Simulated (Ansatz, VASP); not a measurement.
## PbO in VASP and in Ansatz

```xyz
4
Lattice="6.9217 0.0000 0.0000 0.0000 3.5856 4.0745 0.0000 -3.5856 4.0745" Properties=species:S:1:pos:R:3 pbc="T T T"
Pb    3.4608    0.0000    0.9095
Pb    3.4608    0.0000    5.8681
O     2.0429    0.0000    7.4633
O     4.8788    0.0000    7.4633
```

Alike in both runs: functional PBE; k mesh 4 × 4 × 4; occupations gaussian, width 0.1 eV; no spin polarisation.

Ansatz relaxed the structure, and its values are those at the end. VASP's run is a single point on that final structure, the one shown.

|  | VASP | Ansatz |
| --- | --- | --- |
| version | VASP 6.6.1 | Ansatz 0.2.0 |
| potentials or method | VASP PAW PBE potentials, release 64 (Pb_d, O), cutoff 520 eV | scalar-relativistic, plane waves, PAW |
| valence electrons in the cell | 40 | 40 |

```tsv
	VASP	Ansatz	Ansatz less VASP
gap on the k mesh at the Fermi level (eV)	0.49	0.50	+0.012
least direct gap on the mesh (eV)	0.50	0.51	+0.012
pressure (GPa)	0.2	0.1	-0.04
rms of the force components (eV/Å)	0.021	0.014	-0.0063
```

With one functional, cell and mesh, what is left measures potentials, basis and numerics.

Neither program's run includes spin-orbit coupling.
